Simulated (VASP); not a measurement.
# MgS (Fm-3m) in VASP: notebook

The runs below take MgS through single point, with PBE.

All numbers are computed with VASP 6.6.1; they aren't measurements. Logs are shortened: lines on timing, memory, paths and dates and some standing lists are left out, and cuts for length are marked.

## 1. The cell of the first run

The structure is cubic, space group Fm-3m (No. 225). The conventional cell has a = 5.230 Å, b = 5.230 Å, c = 5.230 Å, α = 90.00°, β = 90.00°, γ = 90.00°. Within 3.4 Å of Mg (site symmetry m-3m) lie 6 S at 2.62 Å. S (site symmetry m-3m) has 6 Mg at 2.62 Å within 3.4 Å.

## 2. Single point, PBE

File INCAR:

```
PREC = Accurate
ENCUT = 520
EDIFF = 1E-7
ISMEAR = 0
SIGMA = 0.02
LREAL = False
LASPH = True
NELM = 80
ALGO = Normal
ISIF = 2
LWAVE = False
LCHARG = True
GGA = PE
LELF = True
LVHAR = True
NBANDS = 11
```

File KPOINTS:

```
regular mesh
0
Gamma
  8 8 8
```

File POSCAR:

```
MgS
1.0
    0.0000000000      2.6150637132      2.6150637132
    2.6150637132      0.0000000000      2.6150637132
    2.6150637132      2.6150637132      0.0000000000
Mg S
1 1
Direct
    0.5000000000      0.5000000000      0.5000000000
    0.0000000000      0.0000000000      0.0000000000
```

Potentials or basis: VASP PAW PBE potentials, release 64 (Mg, S).

Started as:

```console
$ cat potpaw_PBE.64/Mg/POTCAR potpaw_PBE.64/S/POTCAR > POTCAR
$ mpirun -np 1 vasp_std > vasp.out
```

OUTCAR:

```text
PREC = Accurate
   ENCUT = 520
   EDIFF = 1E-7
   ISMEAR = 0
   LREAL = False
   LASPH = True
   NELM = 80
   ISIF = 2
   GGA = PE

 ion  position               nearest neighbor table
   1  0.500  0.500  0.500-   2 2.62   2 2.62   2 2.62   2 2.62   2 2.62   2 2.62
   2  0.000  0.000  0.000-   1 2.62   1 2.62   1 2.62   1 2.62   1 2.62   1 2.62

  LATTYP: Found a face centered cubic cell.
 ALAT       =     5.2301274264

  Lattice vectors:

 A1 = (   0.0000000000,   2.6150637132,   2.6150637132)
 A2 = (   2.6150637132,   0.0000000000,   2.6150637132)
 A3 = (   2.6150637132,   2.6150637132,   0.0000000000)

Analysis of symmetry for initial positions (statically):
=====================================================================
 Subroutine PRICEL returns:
 Original cell was already a primitive cell.

 Routine SETGRP: Setting up the symmetry group for a
 face centered cubic supercell.

 Subroutine GETGRP returns: Found 48 space group operations
 (whereof 48 operations were pure point group operations)
 out of a pool of 48 trial point group operations.

The static configuration has the point symmetry O_h .

Analysis of symmetry for dynamics (positions and initial velocities):
=====================================================================
 Subroutine PRICEL returns:
 Original cell was already a primitive cell.

 Routine SETGRP: Setting up the symmetry group for a
 face centered cubic supercell.

 Subroutine GETGRP returns: Found 48 space group operations
 (whereof 48 operations were pure point group operations)
 out of a pool of 48 trial point group operations.

The dynamic configuration has the point symmetry O_h .

 Subroutine INISYM returns: Found 48 space group operations
 (whereof 48 operations are pure point group operations),
 and found     1 'primitive' translations

----------------------------------------------------------------------------------------

                                     Primitive cell

  volume of cell :      35.7665

  direct lattice vectors                    reciprocal lattice vectors
     0.000000000  2.615063713  2.615063713    -0.191199930  0.191199930  0.191199930
     2.615063713  0.000000000  2.615063713     0.191199930 -0.191199930  0.191199930
     2.615063713  2.615063713  0.000000000     0.191199930  0.191199930 -0.191199930

  length of vectors
     3.698258570  3.698258570  3.698258570     0.331167994  0.331167994  0.331167994

  position of ions in fractional coordinates (direct lattice)
     0.500000000  0.500000000  0.500000000
     0.000000000  0.000000000  0.000000000

  ion indices of the primitive-cell ions
   primitive index   ion index
                 1           1
                 2           2

----------------------------------------------------------------------------------------

 KPOINTS: regular mesh

Automatic generation of k-mesh.
 Grid dimensions read from file:
 generate k-points for:    8    8    8

 Generating k-lattice:

  Cartesian coordinates                     Fractional coordinates (reciprocal lattice)
    -0.023899991  0.023899991  0.023899991     0.125000000  0.000000000  0.000000000
     0.023899991 -0.023899991  0.023899991     0.000000000  0.125000000  0.000000000
     0.023899991  0.023899991 -0.023899991     0.000000000  0.000000000  0.125000000

  Length of vectors
     0.041395999  0.041395999  0.041395999

  Shift w.r.t. Gamma in fractional coordinates (k-lattice)
     0.000000000  0.000000000  0.000000000

 Subroutine IBZKPT returns following result:
 ===========================================

 Found     29 irreducible k-points:

 Following reciprocal coordinates:
            Coordinates               Weight
  0.000000  0.000000  0.000000      1.000000
  0.125000  0.000000  0.000000      8.000000
  0.250000  0.000000  0.000000      8.000000
  0.375000  0.000000  0.000000      8.000000
  0.500000  0.000000  0.000000      4.000000
  0.125000  0.125000  0.000000      6.000000
[... 16 lines left out ...]
  0.500000  0.250000  0.125000     48.000000
 -0.375000  0.250000  0.125000     24.000000
 [... further k-points ...]
   k-points           NKPTS =     29   k-points in BZ     NKDIM =     29   number of bands    NBANDS=     11
   number of dos      NEDOS =    301   number of ions     NIONS =      2
   total plane-waves  NPLWV =  21952
   dimension x,y,z NGX =    28 NGY =   28 NGZ =   28
   dimension x,y,z NGXF=    56 NGYF=   56 NGZF=   56
   ions per type =               1   1
   NGX,Y,Z   is equivalent  to a cutoff of  12.59, 12.59, 12.59 a.u.
   NGXF,Y,Z  is equivalent  to a cutoff of  25.17, 25.17, 25.17 a.u.
 SYSTEM =  unknown system
   PREC   = accura    normal or accurate (medium, high low for compatibility)
   ISTART =      0    job   : 0-new  1-cont  2-samecut
   ICHARG =      2    charge: 1-file 2-atom 10-const
   ISPIN  =      1    spin polarized calculation?
   LNONCOLLINEAR =      F non collinear calculations
   LSORBIT =      F    spin-orbit coupling
   LASPH  =      T    aspherical Exc in radial PAW
   ENCUT  =  520.0 eV  38.22 Ry    6.18 a.u.   6.88  6.88  6.88*2*pi/ulx,y,z
   NELM   =     80;   NELMIN=  2; NELMDL= -5     # of ELM steps
   EDIFF  = 0.1E-06   stopping-criterion for ELM
   LREAL  =      F    real-space projection
   EDIFFG = 0.1E-05   stopping-criterion for IOM
   NSW    =      0    number of steps for IOM
   IBRION =     -1    ionic relax: 0-MD 1-quasi-New 2-CG
   NFREE  =      0    steps in history (QN), initial steepest desc. (CG)
   ISIF   =      2    stress and relaxation
   ISYM   =      2    0-nonsym 1-usesym 2-fastsym
   POTIM  = 0.5000    time-step for ionic-motion
   TEBEG  =    0.0;   TEEND  =   0.0 temperature during run
   PSTRESS=    0.0 pullay stress
   NELECT =       8.0000    total number of electrons
   NUPDOWN=      -1.0000    fix difference up-down
   EMIN   =  10.00;   EMAX   =-10.00  energy-range for DOS
   EFERMI =   0.00;   METHOD = LEGACY
   ISMEAR =     0;   SIGMA  =   0.02  broadening in eV -4-tet -1-fermi 0-gaus
   EFERMI_NEDOS =   21; number of points for ismear=-14 and -15
   IALGO  =     38    algorithm
   IMIX   =      4    mixing-type and parameters
     AMIX     =   0.40;   BMIX     =  1.00
     AMIX_MAG =   1.60;   BMIX_MAG =  1.00
  volume/ion in A,a.u.               =      17.88       120.68
  Fermi-wavevector in a.u.,A,eV,Ry     =   0.993755  1.877924 13.436413  0.987549
  Thomas-Fermi vector in A             =   2.125659
   LORBIT       =      0    0 simple, 1 ext, 2 COOP (PROOUT), +10 PAW based schemes
   GGA     = PE    functional components
   LHFCALC =     F    Hartree Fock is set to
   AEXX    =    0.0000 exact exchange contribution
   IVDW    =     0    specifies the selected vdW correction
   LEPSILON=     F    determine dielectric tensor
   LRPA    =     F    only Hartree local field effects (RPA)
 non-spin polarized calculation
 Gauss-broadening in eV      SIGMA  =   0.02
  energy-cutoff  :      520.00
  volume of cell :       35.77
 maximum number of plane-waves:       982
   NGX = 13   NGY = 13   NGZ = 13

 number of electron       8.0000000 magnetization

 Free energy of the ion-electron system (eV)
  ---------------------------------------------------
  ext. energy  EPLUGINS =         0.00000000
  ---------------------------------------------------
  free energy    TOTEN  =        -8.50290908 eV

  energy without entropy =       -8.50290908  energy(sigma->0) =       -8.50290908

 E-fermi :   3.7584     XC(G=0):  -9.6247

 val. band max:        3.5887758022   @ k =   0.0000   0.0000   0.0000
 cond. band min:       6.3305328665   @ k =   0.5000   0.5000   0.0000
 fundamental gap:      2.7417570643
 Fermi energy:         3.7584439737

 k-point     1 :       0.0000    0.0000    0.0000
  band No.  band energies     occupation
      1      -8.9913      2.00000
      2       3.5888      2.00000
      3       3.5888      2.00000
      4       3.5888      2.00000
      5       7.1783      0.00000
      6      11.5525      0.00000
      7      11.5525      0.00000
      8      11.5525      0.00000
      9      13.9209      0.00000
     10      13.9209      0.00000
     11      16.0903      0.00000

 k-point     2 :       0.1250    0.0000    0.0000
  band No.  band energies     occupation
      1      -8.8440      2.00000
      2       2.5511      2.00000
      3       3.4911      2.00000
      4       3.4911      2.00000
      5       7.9865      0.00000
      6      11.2222      0.00000
      7      11.7922      0.00000
      8      11.7922      0.00000
      9      13.2749      0.00000
     10      13.2749      0.00000
     11      16.1698      0.00000

 k-point     3 :       0.2500    0.0000    0.0000
  band No.  band energies     occupation
      1      -8.4464      2.00000
      2       0.8204      2.00000
      3       3.2776      2.00000
      4       3.2776      2.00000
      5       8.4895      0.00000
      6      11.3913      0.00000
      7      11.3913      0.00000
      8      11.8063      0.00000
      9      13.8521      0.00000
     10      13.8521      0.00000
     11      15.3744      0.00000

 k-point     4 :       0.3750    0.0000    0.0000
  band No.  band energies     occupation
      1      -7.9635      2.00000
      2      -0.5940      2.00000
      3       3.0892      2.00000
      4       3.0892      2.00000
      5       8.2477      0.00000
      6      10.7237      0.00000
      7      10.7237      0.00000
      8      13.1906      0.00000
      9      15.1040      0.00000
     10      15.7918      0.00000
     11      15.7918      0.00000

 k-point     5 :       0.5000    0.0000    0.0000
  band No.  band energies     occupation
      1      -7.7250      2.00000
      2      -1.1588      2.00000
      3       3.0171      2.00000
      4       3.0171      2.00000
      5       8.1146      0.00000
      6      10.4775      0.00000
      7      10.4775      0.00000
      8      13.5331      0.00000
      9      15.6580      0.00000
     10      17.9155      0.00000
     11      17.9155      0.00000
[... 211 lines left out ...]
 k-point    21 :       0.5000    0.5000    0.0000
  band No.  band energies     occupation
      1      -7.3659      2.00000
      2      -0.5237      2.00000
      3       1.9409      2.00000
      4       1.9409      2.00000
      5       6.3305      0.00000
      6       8.0304      0.00000
      7      15.4411      0.00000
      8      16.3638      0.00000
      9      16.8018      0.00000
     10      16.8018      0.00000
     11      19.3602      0.00000

 k-point    22 :       0.3750    0.2500    0.1250
  band No.  band energies     occupation
      1      -8.1360      2.00000
      2       0.5609      2.00000
      3       2.1695      2.00000
      4       2.9325      2.00000
      5       9.3112      0.00000
      6      10.0938      0.00000
      7      10.6273      0.00000
      8      12.7166      0.00000
      9      13.6828      0.00000
     10      16.4902      0.00000
     11      18.3463      0.00000

 k-point    23 :       0.5000    0.2500    0.1250
  band No.  band energies     occupation
      1      -7.7291      2.00000
      2      -0.2580      2.00000
      3       1.6416      2.00000
      4       2.6262      2.00000
      5       9.1640      0.00000
      6       9.9484      0.00000
      7      11.3661      0.00000
      8      12.5122      0.00000
      9      15.1731      0.00000
     10      17.7574      0.00000
     11      18.3736      0.00000

 k-point    24 :      -0.3750    0.2500    0.1250
  band No.  band energies     occupation
      1      -7.5355      2.00000
      2      -0.6387      2.00000
      3       1.5001      2.00000
      4       2.4679      2.00000
      5       9.1208      0.00000
      6       9.6657      0.00000
      7      11.9569      0.00000
      8      12.9329      0.00000
      9      15.7868      0.00000
     10      16.7557      0.00000
     11      19.0523      0.00000

 [... further k-points ...]
[... 5 lines left out ...]
  --------------------------------------------------------------------------------------
  -------------------------------------------------------------------------------------
  Total       -0.0686589     -0.0686589     -0.0686589      0.0000000      0.0000000      0.0000000
  in kB       -3.0756057     -3.0756057     -3.0756057      0.0000000      0.0000000      0.0000000
  external PRESSURE =      -3.0756057 kB  Pullay stress =       0.0000000 kB

 VOLUME and BASIS-vectors are now :
 -----------------------------------------------------------------------------
  energy-cutoff  :      520.00
  volume of cell :       35.77
      direct lattice vectors                 reciprocal lattice vectors
     0.000000000  2.615063713  2.615063713    -0.191199930  0.191199930  0.191199930
     2.615063713  0.000000000  2.615063713     0.191199930 -0.191199930  0.191199930
     2.615063713  2.615063713  0.000000000     0.191199930  0.191199930 -0.191199930

 POSITION                                       TOTAL-FORCE (eV/Angst)
 -----------------------------------------------------------------------------------
      2.61506      2.61506      2.61506         0.000000      0.000000      0.000000
      0.00000      0.00000      0.00000        -0.000000     -0.000000     -0.000000
 -----------------------------------------------------------------------------------
    total drift:                               -0.000000      0.000000      0.000000

  FREE ENERGIE OF THE ION-ELECTRON SYSTEM (eV)
  ---------------------------------------------------
  free  energy   TOTEN  =        -8.5029090770 eV

  energy  without entropy=       -8.5029090770  energy(sigma->0) =       -8.50290908
```

It took 10 s on 1 thread of Intel Xeon Platinum 8488C (Sapphire Rapids), shared host; peak memory 0.16 GiB.

What came out:

| Quantity | Value |
| --- | --- |
| Free energy | -8.5029 eV |
| Pressure | -0.3 GPa |
| Band gap on the k mesh | 2.74 eV, indirect (least direct gap 3.59 eV) |

A k mesh can miss the band edges.

## 3. Single point, PBE (volume scaled by 0.97)

File INCAR:

```
PREC = Accurate ; ENCUT = 520
EDIFF = 1E-6 ; ISMEAR = 0
SIGMA = 0.02 ; LREAL = F
LASPH = T ; NELM = 80
ALGO = Normal ; ISIF = 2
LWAVE = F ; LCHARG = T
GGA = PE ; LELF = T
LVHAR = T ; NBANDS = 11
```

KPOINTS is that of step 2.

File POSCAR:

```
MgS
1.0
    0.0000000000      2.5886471222      2.5886471222
    2.5886471222      0.0000000000      2.5886471222
    2.5886471222      2.5886471222      0.0000000000
Mg S
1 1
Direct
    0.5000000000      0.5000000000      0.5000000000
    0.0000000000      0.0000000000      0.0000000000
```

Potentials or basis: VASP PAW PBE potentials, release 64 (Mg, S).

Started as:

```console
$ cat potpaw_PBE.64/Mg/POTCAR potpaw_PBE.64/S/POTCAR > POTCAR
$ mpirun -np 1 vasp_std > vasp.out
```

OUTCAR:

```text
PREC = Accurate
   ENCUT = 520
   EDIFF = 1E-6
   ISMEAR = 0
   LREAL = F
   LASPH = T
   NELM = 80
   ISIF = 2
   GGA = PE

 ion  position               nearest neighbor table
   1  0.500  0.500  0.500-   2 2.59   2 2.59   2 2.59   2 2.59   2 2.59   2 2.59
   2  0.000  0.000  0.000-   1 2.59   1 2.59   1 2.59   1 2.59   1 2.59   1 2.59

  LATTYP: Found a face centered cubic cell.
 ALAT       =     5.1772942444

  Lattice vectors:

 A1 = (   0.0000000000,   2.5886471222,   2.5886471222)
 A2 = (   2.5886471222,   0.0000000000,   2.5886471222)
[... 513 lines left out ...]
      7      12.3264      0.00000
      8      13.3550      0.00000
      9      16.1931      0.00000
     10      17.2899      0.00000
     11      19.5210      0.00000

 [... further k-points ...]
[... 5 lines left out ...]
  --------------------------------------------------------------------------------------
  -------------------------------------------------------------------------------------
  Total        0.4491045      0.4491045      0.4491045      0.0000000     -0.0000000      0.0000000
  in kB       20.7400346     20.7400346     20.7400346      0.0000000     -0.0000000      0.0000000
  external PRESSURE =      20.7400346 kB  Pullay stress =       0.0000000 kB

 VOLUME and BASIS-vectors are now :
 -----------------------------------------------------------------------------
  energy-cutoff  :      520.00
  volume of cell :       34.69
      direct lattice vectors                 reciprocal lattice vectors
     0.000000000  2.588647122  2.588647122    -0.193151085  0.193151085  0.193151085
     2.588647122  0.000000000  2.588647122     0.193151085 -0.193151085  0.193151085
     2.588647122  2.588647122  0.000000000     0.193151085  0.193151085 -0.193151085

 POSITION                                       TOTAL-FORCE (eV/Angst)
 -----------------------------------------------------------------------------------
      2.58865      2.58865      2.58865        -0.000000     -0.000000     -0.000000
      0.00000      0.00000      0.00000         0.000000      0.000000      0.000000
 -----------------------------------------------------------------------------------
    total drift:                               -0.000000      0.000000      0.000000

  FREE ENERGIE OF THE ION-ELECTRON SYSTEM (eV)
  ---------------------------------------------------
  free  energy   TOTEN  =        -8.4969617365 eV

  energy  without entropy=       -8.4969617365  energy(sigma->0) =       -8.49696174
```

OSZICAR:

```text
N       E                     dE             d eps       ncg     rms          rms(c)
DAV:   1     0.159296370388E+02    0.15930E+02   -0.34109E+03   638   0.583E+02
DAV:   2    -0.774642826931E+01   -0.23676E+02   -0.22180E+02   848   0.963E+01
DAV:   3    -0.889105467026E+01   -0.11446E+01   -0.11429E+01   778   0.193E+01
DAV:   4    -0.889656761940E+01   -0.55129E-02   -0.55124E-02   733   0.171E+00
DAV:   5    -0.889660997676E+01   -0.42357E-04   -0.42357E-04   823   0.151E-01    0.448E+00
DAV:   6    -0.853692796493E+01    0.35968E+00   -0.76682E-01   710   0.348E+00    0.351E+00
DAV:   7    -0.849701192113E+01    0.39916E-01   -0.21848E-01   764   0.203E+00    0.230E+00
DAV:   8    -0.849721864587E+01   -0.20672E-03   -0.14651E-02   689   0.730E-01    0.100E+00
DAV:   9    -0.849694935579E+01    0.26929E-03   -0.75457E-04   740   0.161E-01    0.352E-01
DAV:  10    -0.849696508289E+01   -0.15727E-04   -0.21573E-04   736   0.679E-02    0.441E-02
DAV:  11    -0.849696183759E+01    0.32453E-05   -0.20367E-05   764   0.200E-02    0.194E-02
DAV:  12    -0.849696173649E+01    0.10110E-06   -0.64397E-07   436   0.508E-03
   1 F= -.84969617E+01 E0= -.84969617E+01  d E =-.146081E-12
```

stdout:

```text
POSCAR found type information on POSCAR MgS
 POSCAR found :  2 types and       2 ions
 scaLAPACK will be used
 LDA part: xc-table for (Slater+PW92), standard interpolation
 POSCAR, INCAR and KPOINTS ok, starting setup
 FFT: planning ... GRIDC
 FFT: planning ... GRID_SOFT
 FFT: planning ... GRID
 WAVECAR not read
 entering main loop
```

Wall time 7.3 s (1 thread of Intel Xeon Platinum 8488C (Sapphire Rapids), shared host); peak memory 0.15 GiB.

Results:

| Item | Value |
| --- | --- |
| Free energy | -8.4970 eV |
| Pressure | 2.1 GPa |
| Band gap on the k mesh | 2.81 eV, indirect (least direct gap 3.83 eV) |

 A k mesh can miss the band edges.

[end of part 1 of 2]
